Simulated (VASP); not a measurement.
# ZnSe (F-43m) in VASP: a series of runs

ZnSe is run at these levels: PBE; tasks: relaxation of cell and atoms.

All numbers are computed with VASP 6.6.1; they aren't measurements. Logs are shortened: lines on timing, memory, paths and dates and some standing lists are left out, and cuts for length are marked.

## 1. The cell of the first run

Symmetry: F-43m, No. 216, cubic system. The conventional cell has a = 5.668 Å, b = 5.668 Å, c = 5.668 Å, α = 90.00°, β = 90.00°, γ = 90.00°. Zn (site symmetry -43m) has 4 Se at 2.45 Å within 3.2 Å. Se (site symmetry -43m) has 4 Zn at 2.45 Å within 3.2 Å.

## 2. Relaxation of cell and atoms, PBE

The input, INCAR:

```
ALGO     = Normal         # electronic algorithm
EDIFF    = 1E-6           # SCF threshold, eV
EDIFFG   = -0.005         # ionic threshold
ENCUT    = 600            # plane-wave cutoff, eV
GGA      = PE             # functional
IBRION   = 2              # ionic algorithm
ISIF     = 3              # what is computed and relaxed
ISMEAR   = 0              # smearing method
LASPH    = T              # aspherical terms in the spheres
LCHARG   = F              # write CHGCAR
LREAL    = F              # projectors in reciprocal space
LWAVE    = F              # write WAVECAR
NELM     = 60             # most SCF steps
NSW      = 100            # ionic steps
PREC     = Accurate       # precision mode
SIGMA    = 0.02           # smearing width, eV
```

The input, KPOINTS:

```
k-points
0
Gamma
  8 8 8
```

The input, POSCAR:

```
ZnSe
1.0
    0.0000000000      2.8338000000      2.8338000000
    2.8338000000      0.0000000000      2.8338000000
    2.8338000000      2.8338000000      0.0000000000
Zn Se
1 1
Direct
    0.0000000000      0.0000000000      0.0000000000
    0.7500000000      0.7500000000      0.7500000000
```

Potentials or basis: VASP PAW PBE potentials, release 64 (Zn, Se).

Run with:

```sh
cat potpaw_PBE.64/Zn/POTCAR potpaw_PBE.64/Se/POTCAR > POTCAR
mpirun -np 1 vasp_std > vasp.out
```

OUTCAR:

```text
EDIFF = 1E-6
   EDIFFG = -0.005
   ENCUT = 600
   GGA = PE
   IBRION = 2
   ISIF = 3
   ISMEAR = 0
   LASPH = T
   LREAL = F
   NELM = 60
   NSW = 100
   PREC = Accurate

 ion  position               nearest neighbor table
   1  0.000  0.000  0.000-   2 2.45   2 2.45   2 2.45   2 2.45
   2  0.750  0.750  0.750-   1 2.45   1 2.45   1 2.45   1 2.45

  LATTYP: Found a face centered cubic cell.
 ALAT       =     5.6676000000

  Lattice vectors:

 A1 = (   0.0000000000,   2.8338000000,   2.8338000000)
 A2 = (   2.8338000000,   0.0000000000,   2.8338000000)
 A3 = (   2.8338000000,   2.8338000000,   0.0000000000)

Analysis of symmetry for initial positions (statically):
=====================================================================
 Subroutine PRICEL returns:
 Original cell was already a primitive cell.

 Routine SETGRP: Setting up the symmetry group for a
 face centered cubic supercell.

 Subroutine GETGRP returns: Found 24 space group operations
 (whereof 24 operations were pure point group operations)
 out of a pool of 48 trial point group operations.

The static configuration has the point symmetry T_d .

Analysis of symmetry for dynamics (positions and initial velocities):
=====================================================================
 Subroutine PRICEL returns:
 Original cell was already a primitive cell.

 Routine SETGRP: Setting up the symmetry group for a
 face centered cubic supercell.

 Subroutine GETGRP returns: Found 24 space group operations
 (whereof 24 operations were pure point group operations)
 out of a pool of 48 trial point group operations.

The dynamic configuration has the point symmetry T_d .

 Subroutine INISYM returns: Found 24 space group operations
 (whereof 24 operations are pure point group operations),
 and found     1 'primitive' translations

----------------------------------------------------------------------------------------

                                     Primitive cell

  volume of cell :      45.5132

  direct lattice vectors                    reciprocal lattice vectors
     0.000000000  2.833800000  2.833800000    -0.176441527  0.176441527  0.176441527
     2.833800000  0.000000000  2.833800000     0.176441527 -0.176441527  0.176441527
     2.833800000  2.833800000  0.000000000     0.176441527  0.176441527 -0.176441527

  length of vectors
     4.007598393  4.007598393  4.007598393     0.305605690  0.305605690  0.305605690

  position of ions in fractional coordinates (direct lattice)
     0.000000000  0.000000000  0.000000000
     0.750000000  0.750000000  0.750000000

  ion indices of the primitive-cell ions
   primitive index   ion index
                 1           1
                 2           2

----------------------------------------------------------------------------------------

 KPOINTS: k-points

Automatic generation of k-mesh.
 Grid dimensions read from file:
 generate k-points for:    8    8    8

 Generating k-lattice:

  Cartesian coordinates                     Fractional coordinates (reciprocal lattice)
    -0.022055191  0.022055191  0.022055191     0.125000000  0.000000000  0.000000000
     0.022055191 -0.022055191  0.022055191     0.000000000  0.125000000  0.000000000
     0.022055191  0.022055191 -0.022055191     0.000000000  0.000000000  0.125000000

  Length of vectors
     0.038200711  0.038200711  0.038200711

  Shift w.r.t. Gamma in fractional coordinates (k-lattice)
     0.000000000  0.000000000  0.000000000

 Subroutine IBZKPT returns following result:
 ===========================================

 Found     29 irreducible k-points:

 Following reciprocal coordinates:
            Coordinates               Weight
  0.000000  0.000000  0.000000      1.000000
  0.125000  0.000000  0.000000      8.000000
  0.250000  0.000000  0.000000      8.000000
  0.375000  0.000000  0.000000      8.000000
  0.500000  0.000000  0.000000      4.000000
  0.125000  0.125000  0.000000      6.000000
[... 16 lines left out ...]
  0.500000  0.250000  0.125000     48.000000
 -0.375000  0.250000  0.125000     24.000000
 [... further k-points ...]
   k-points           NKPTS =     29   k-points in BZ     NKDIM =     29   number of bands    NBANDS=     13
   number of dos      NEDOS =    301   number of ions     NIONS =      2
   total plane-waves  NPLWV =  32768
   dimension x,y,z NGX =    32 NGY =   32 NGZ =   32
   dimension x,y,z NGXF=    64 NGYF=   64 NGZF=   64
   ions per type =               1   1
   NGX,Y,Z   is equivalent  to a cutoff of  13.27, 13.27, 13.27 a.u.
   NGXF,Y,Z  is equivalent  to a cutoff of  26.55, 26.55, 26.55 a.u.
 SYSTEM =  unknown system
   PREC   = accura    normal or accurate (medium, high low for compatibility)
   ISTART =      0    job   : 0-new  1-cont  2-samecut
   ICHARG =      2    charge: 1-file 2-atom 10-const
   ISPIN  =      1    spin polarized calculation?
   LNONCOLLINEAR =      F non collinear calculations
   LSORBIT =      F    spin-orbit coupling
   LASPH  =      T    aspherical Exc in radial PAW
   ENCUT  =  600.0 eV  44.10 Ry    6.64 a.u.   8.00  8.00  8.00*2*pi/ulx,y,z
   NELM   =     60;   NELMIN=  2; NELMDL= -5     # of ELM steps
   EDIFF  = 0.1E-05   stopping-criterion for ELM
   LREAL  =      F    real-space projection
   EDIFFG = -.5E-02   stopping-criterion for IOM
   NSW    =    100    number of steps for IOM
   IBRION =      2    ionic relax: 0-MD 1-quasi-New 2-CG
   NFREE  =      1    steps in history (QN), initial steepest desc. (CG)
   ISIF   =      3    stress and relaxation
   ISYM   =      2    0-nonsym 1-usesym 2-fastsym
   POTIM  = 0.5000    time-step for ionic-motion
   TEBEG  =    0.0;   TEEND  =   0.0 temperature during run
   PSTRESS=    0.0 pullay stress
   NELECT =      18.0000    total number of electrons
   NUPDOWN=      -1.0000    fix difference up-down
   EMIN   =  10.00;   EMAX   =-10.00  energy-range for DOS
   EFERMI =   0.00;   METHOD = LEGACY
   ISMEAR =     0;   SIGMA  =   0.02  broadening in eV -4-tet -1-fermi 0-gaus
   EFERMI_NEDOS =   21; number of points for ismear=-14 and -15
   IALGO  =     38    algorithm
   IMIX   =      4    mixing-type and parameters
     AMIX     =   0.40;   BMIX     =  1.00
     AMIX_MAG =   1.60;   BMIX_MAG =  1.00
  volume/ion in A,a.u.               =      22.76       153.57
  Fermi-wavevector in a.u.,A,eV,Ry     =   1.201673  2.270834 19.647073  1.444019
  Thomas-Fermi vector in A             =   2.337476
   LORBIT       =      0    0 simple, 1 ext, 2 COOP (PROOUT), +10 PAW based schemes
   GGA     = PE    functional components
   LHFCALC =     F    Hartree Fock is set to
   AEXX    =    0.0000 exact exchange contribution
   IVDW    =     0    specifies the selected vdW correction
   LEPSILON=     F    determine dielectric tensor
   LRPA    =     F    only Hartree local field effects (RPA)
 conjugate gradient relaxation of ions
 non-spin polarized calculation
 Gauss-broadening in eV      SIGMA  =   0.02
  energy-cutoff  :      600.00
  volume of cell :       45.51
 maximum number of plane-waves:      1540
   NGX = 17   NGY = 17   NGZ = 17

--------------------------------------- Ionic step        1  -------------------------------------------

 number of electron      17.9999991 magnetization

 Free energy of the ion-electron system (eV)
  ---------------------------------------------------
  ext. energy  EPLUGINS =         0.00000000
  ---------------------------------------------------
  free energy    TOTEN  =        -6.01988493 eV

  energy without entropy =       -6.01988493  energy(sigma->0) =       -6.01988493

------------------------ aborting loop because EDIFF is reached ----------------------------------------

  FORCE on cell =-STRESS in cart. coord.  units (eV):
  Direction    XX          YY          ZZ          XY          YZ          ZX
  --------------------------------------------------------------------------------------
  -------------------------------------------------------------------------------------
  Total        0.6634438      0.6634438      0.6634438      0.0000000      0.0000000     -0.0000000
  in kB       23.3548543     23.3548543     23.3548543      0.0000000      0.0000000     -0.0000000
  external PRESSURE =      23.3548543 kB  Pullay stress =       0.0000000 kB
[... 129 lines left out ...]
  energy  without entropy=       -6.0320652497  energy(sigma->0) =       -6.03206525

--------------------------------------- Ionic step        5  -------------------------------------------

 number of electron      18.0000015 magnetization

 Free energy of the ion-electron system (eV)
  ---------------------------------------------------
  ext. energy  EPLUGINS =         0.00000000
  ---------------------------------------------------
  free energy    TOTEN  =        -6.03208032 eV

  energy without entropy =       -6.03208032  energy(sigma->0) =       -6.03208032

 E-fermi :   1.4294     XC(G=0):  -9.1475

 val. band max:        1.2918921072   @ k =   0.0000   0.0000   0.0000
 cond. band min:       2.4297193492   @ k =   0.0000   0.0000   0.0000
 fundamental gap:      1.1378272420
 Fermi energy:         1.4293818938

 k-point     1 :       0.0000    0.0000    0.0000
  band No.  band energies     occupation
      1     -11.7287      2.00000
      2      -5.1225      2.00000
      3      -5.1224      2.00000
      4      -5.1224      2.00000
      5      -4.7866      2.00000
      6      -4.7866      2.00000
      7       1.2919      2.00000
      8       1.2919      2.00000
      9       1.2919      2.00000
     10       2.4297      0.00000
     11       7.1022      0.00000
     12       7.1022      0.00000
     13       7.1022      0.00000
[... 353 lines left out ...]
 k-point    24 :      -0.3750    0.2500    0.1250
  band No.  band energies     occupation
      1     -10.8828      2.00000
      2      -5.0249      2.00000
      3      -4.9934      2.00000
      4      -4.8131      2.00000
      5      -4.7797      2.00000
      6      -4.5948      2.00000
      7      -3.3898      2.00000
      8      -0.9875      2.00000
      9      -0.0789      2.00000
     10       5.4053      0.00000
     11       6.8686      0.00000
     12       8.6017      0.00000
     13       9.8379      0.00000

 [... further k-points ...]

------------------------ aborting loop because EDIFF is reached ----------------------------------------

  FORCE on cell =-STRESS in cart. coord.  units (eV):
  Direction    XX          YY          ZZ          XY          YZ          ZX
  --------------------------------------------------------------------------------------
  -------------------------------------------------------------------------------------
  Total       -0.0072145     -0.0072145     -0.0072145     -0.0000000      0.0000000      0.0000000
  in kB       -0.2444132     -0.2444132     -0.2444132     -0.0000000      0.0000000      0.0000000
  external PRESSURE =      -0.2444132 kB  Pullay stress =       0.0000000 kB
[... 17 lines left out ...]
  FREE ENERGIE OF THE ION-ELECTRON SYSTEM (eV)
  ---------------------------------------------------
  free  energy   TOTEN  =        -6.0320803225 eV

  energy  without entropy=       -6.0320803225  energy(sigma->0) =       -6.03208032

 reached required accuracy - stopping structural energy minimisation
```

It took 24 s on 1 thread of Intel Xeon 6975P-C (Granite Rapids), shared host; peak memory 0.19 GiB.

Results:

```yaml
Free_energy: -6.0321 eV
Relaxed_volume: 23.65 Å³/atom
Relaxed_cell: a = 4.059 Å, b = 4.059 Å, c = 4.059 Å, α = 60.00°, β = 60.00°, γ = 60.00°
Space_group_after_relaxing_to_0.05_Å: F-43m (No. 216)
Energy_gained_by_relaxing: 6.1 meV/atom
Ionic_steps: 5
Pressure_after_relaxing: 0.0 GPa
Band_gap_on_the_k_mesh: 1.14 eV, direct
```

The path:
```tsv
step	energy change (eV)	largest force (eV/Å)	pressure (GPa)	volume (Å³)
1	0.0000	0.0000	2.34	45.51
2	-0.0114	0.0000	-0.55	47.73
3	-0.0122	0.0000	0.11	47.25
4	-0.0122	0.0000	-0.06	47.33
5	-0.0122	0.0000	-0.02	47.29
```

Final structure:
```yaml
crystal:
  lattice:
    - [0.00000, 2.87025, 2.87025]
    - [2.87025, 0.00000, 2.87025]
    - [2.87025, 2.87025, 0.00000]
  atoms:
    - { symbol: Zn, position: [0.00000, 0.00000, 0.00000] }
    - { symbol: Se, position: [0.75000, 0.75000, 0.75000] }
```

(Part 1 of 2 ends here.)
